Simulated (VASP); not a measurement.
Wanted: the native input for a VASP 6.6.1 run.

| Property | Result |
| --- | --- |
| Task | single point |
| Functional | PBEsol |
| Potentials or basis | VASP PAW PBE potentials, release 64 (Al, N) |
| Cutoff | 520 eV |
| k mesh | 12 × 12 × 8 |
| Occupations | gaussian, width 0.05 eV |
| Spin | no spin polarisation |
| Dipole correction | no |
| Further INCAR settings | ALGO = Normal; EDIFF = 1e-06; NBANDS = 16 |

The structure of AlN lies in POSCAR:

```
AlN
1.0
    3.1107381234      0.0000000000      0.0000000000
   -1.5553690617      2.6939782394      0.0000000000
    0.0000000000      0.0000000000      4.9788426555
Al N
2 2
Direct
    0.3333333333      0.6666666667      0.0015510624
    0.6666666667      0.3333333333      0.5015510624
    0.3333333333      0.6666666667      0.3834489376
    0.6666666667      0.3333333333      0.8834489376
```

One way to write it, as run:

INCAR

```
  PREC = Accurate
  ENCUT = 520
  EDIFF = 1E-6
  ISMEAR = 0
  SIGMA = 0.05
  LREAL = F
  LASPH = T
  NELM = 60
  ALGO = Normal
  ISIF = 2
  LWAVE = F
  LCHARG = F
  GGA = PS
  NBANDS = 16
```

KPOINTS

```
Automatic mesh
0
Gamma
  12 12 8
```

Potentials or basis: VASP PAW PBE potentials, release 64 (Al, N).

The run is started by

```console
$ cat potpaw_PBE.64/Al/POTCAR potpaw_PBE.64/N/POTCAR > POTCAR
$ mpirun -np 1 vasp_std > vasp.out
```

Results of the run:

```
Pressure               : 0.5 GPa
Largest force          : 0.007 eV/Å
Band gap on the k mesh : 4.14 eV, direct
```

Caveat: the PAW data sets were made with another functional, which shifts forces and pressure a little.

Run time: 24 s on 1 thread of Intel(R) Xeon(R) 6975P-C (Granite Rapids) (shared host), peak memory 0.18 GiB.
